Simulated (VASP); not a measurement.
Set up this calculation in VASP 6.6.1, as the native input.

```
Task                   : single point
Functional             : PBE
Potentials or basis    : VASP PAW PBE potentials, release 64 (Zn, O, H)
Cutoff                 : 520 eV
k mesh                 : 4 × 4 × 8
Occupations            : gaussian, width 0.05 eV
Spin                   : no spin polarisation
Dipole correction      : no
Further INCAR settings : ALGO = Normal; EDIFF = 1e-07; NBANDS = 46
```

The structure of Zn4HO4 (a cell with a defect) lies in POSCAR:

```
Zn4HO4
1.0
    5.6098780345      0.0000000000      0.0000000000
    0.0000000000      5.6098780345      0.0000000000
    0.0000000000      0.0000000000      3.2790255992
Zn O H
4 4 1
Direct
    0.1816262562      0.1816262562      0.5000000000
    0.8183737438      0.8183737438      0.5000000000
    0.6816262562      0.3183737438      0.0000000000
    0.3183737438      0.6816262562      0.0000000000
    0.8184651117      0.1815348883      0.5000000000
    0.1815348883      0.8184651117      0.5000000000
    0.6815348883      0.6815348883      0.0000000000
    0.3184651117      0.3184651117      0.0000000000
    0.9999176225      0.4433737438      0.3750000000
```

One way to write it, as run:

INCAR

```
ALGO = Normal ; EDIFF = 1E-7
ENCUT = 520 ; GGA = PE
ISIF = 2 ; ISMEAR = 0
LASPH = T ; LCHARG = F
LREAL = F ; LWAVE = F
NBANDS = 46 ; NELM = 60
PREC = Accurate ; SIGMA = 0.05
```

KPOINTS

```
k-points
0
Gamma
  4 4 8
```

Potentials or basis: VASP PAW PBE potentials, release 64 (Zn, O, H).

Command:

```console
$ cat potpaw_PBE.64/Zn/POTCAR potpaw_PBE.64/O/POTCAR potpaw_PBE.64/H/POTCAR > POTCAR
$ mpirun -np 1 vasp_std > vasp.out
```

Results of the run:

```yaml
Pressure: 3.8 GPa
Largest_force: 0.781 eV/Å
Band_gap_on_the_k_mesh: zero (an odd number of electrons rules out a gap without spin polarisation)
```

Caveat: an odd number of electrons without spin polarisation forces a metal; a magnetic or distorted state may lie lower.

Wall time 2.8 min on 1 thread of Intel(R) Xeon(R) 6975P-C (Granite Rapids), with other jobs on the host, peak memory 0.35 GiB.
